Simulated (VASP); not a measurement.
Set up this calculation in VASP 6.6.1, as the native input.

```yaml
Task: single point
Functional: PBE
Potentials_or_basis: VASP PAW PBE potentials, release 64 (Al, N)
Cutoff: 600 eV
k_mesh: 13 × 13 × 13
Occupations: fermi-dirac, width 0.02 eV
Spin: no spin polarisation
Dipole_correction: no
Further_INCAR_settings: ALGO = Normal; EDIFF = 1e-06; NBANDS = 11
```

The structure of AlN lies in POSCAR:

```
AlN
1.0
    0.0000000000      1.9780000000      1.9384400000
    1.9780000000      0.0000000000      1.9384400000
    1.9780000000      1.9780000000      0.0000000000
Al N
1 1
Direct
    0.0000000000      0.0000000000      0.0000000000
    0.5000000000      0.5000000000      0.5000000000
```

This cell differs from its parent crystal: z stretched by -2 %, then relaxed in part.

One way to write it, as run:

INCAR

```
SYSTEM = AlN
ALGO = Normal ; EDIFF = 1E-6
ENCUT = 600 ; GGA = PE
GGA_COMPAT = .FALSE. ; ISIF = 2
ISMEAR = -1 ; LASPH = .TRUE.
LCHARG = .FALSE. ; LREAL = .FALSE.
LWAVE = .FALSE. ; NBANDS = 11
NELM = 120 ; PREC = Accurate
SIGMA = 0.02
```

KPOINTS

```
k-points
0
G
  13 13 13
  0 0 0
```

Potentials or basis: VASP PAW PBE potentials, release 64 (Al, N).

Launch:

```bash
$ cat potpaw_PBE.64/Al/POTCAR potpaw_PBE.64/N/POTCAR > POTCAR
$ mpirun -np 1 vasp_std > vasp.out
```

It gave:

```yaml
Pressure: 32.6 GPa
Band_gap_on_the_k_mesh: 5.02 eV (least direct gap 6.91 eV)
```

Caveat: the cell differs from its parent crystal (z stretched by -2 %, then relaxed in part); the cell stands under pressure; an odd mesh through Γ misses points on the zone boundary, where band edges can lie.

Wall time 11 s on 1 thread of Intel(R) Xeon(R) 6975P-C (Granite Rapids), on a shared host, peak memory 0.16 GiB.
